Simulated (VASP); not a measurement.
Runs of VASP 6.6.1 on Pt. The structure is that of space group C2/c (No. 15), or close to it. The cells are those of the table. 

| cell | gap on the mesh (eV) | pressure (GPa) | largest force (eV/Å) |
| --- | --- | --- | --- |
| a = 2.765, b = 2.762, c = 4.800 Å, angles 93.2, 83.6, 120.0°, 2 atoms | none | -9.8 | 0.06 |
| a = 2.768, b = 2.763, c = 4.806 Å, angles 85.7, 98.6, 120.1°, 2 atoms | none | -8.6 | 0.12 |
| a = 2.767, b = 2.762, c = 4.802 Å, angles 93.8, 82.5, 120.1°, 2 atoms | none | (a) | 0.09 |
| a = 2.764, b = 2.761, c = 4.797 Å, angles 92.7, 84.6, 120.0°, 2 atoms | none | -10.2 | 0.04 |

Alike in all rows: task single point; level PBEsol; potentials or basis VASP PAW PBE potentials, release 64 (Pt); no spin polarisation; k mesh 18 × 18 × 10; cutoff (eV) 520; smearing gaussian 0.15 eV.

Q: Estimate the missing entries.

A: (a) -9.3.

Caveats: the cell stands under tension; the PAW data sets were made with another functional, which shifts forces and pressure a little; spin-orbit coupling is left out, which moves the levels of the heavy elements.

A k mesh can miss the band edges, and the runs leave out spin-orbit coupling on Pt.

A gap of «none» marks levels without a gap at the run's occupations.
